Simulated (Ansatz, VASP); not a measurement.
## SnO2 in VASP and in Ansatz

```
Sn O
1.0
     0.00000    2.57919    2.57958
     2.57679    0.00000    2.57958
     2.57679    2.57919    0.00000
Sn O
1 2
Cartesian
  2.5768 2.5792 3.7440
  3.8652 3.8688 5.0338
  1.2884 1.2896 2.4542
```

Alike in both runs: functional PBE; k mesh 4 × 4 × 4; occupations gaussian, width 0.15 eV; no spin polarisation.

Ansatz relaxed the structure, and its values are those at the end. VASP's run is a single point on that final structure, the one shown.

|  | VASP | Ansatz |
| --- | --- | --- |
| version | VASP 6.6.1 | Ansatz 0.2.0 |
| potentials or method | VASP PAW PBE potentials, release 64 (Sn_d, O), cutoff 600 eV | scalar-relativistic, plane waves, PAW |
| valence electrons in the cell | 26 | 26 |

|  | VASP | Ansatz | Ansatz less VASP |
| --- | --- | --- | --- |
| gap on the k mesh at the Fermi level (eV) | none | none | - |
| pressure (GPa) | -0.3 | -0.5 | -0.23 |

A gap of «none» marks a metal or a gap that the smearing closes.

The k mesh is coarse, so the values compare programs but aren't converged.
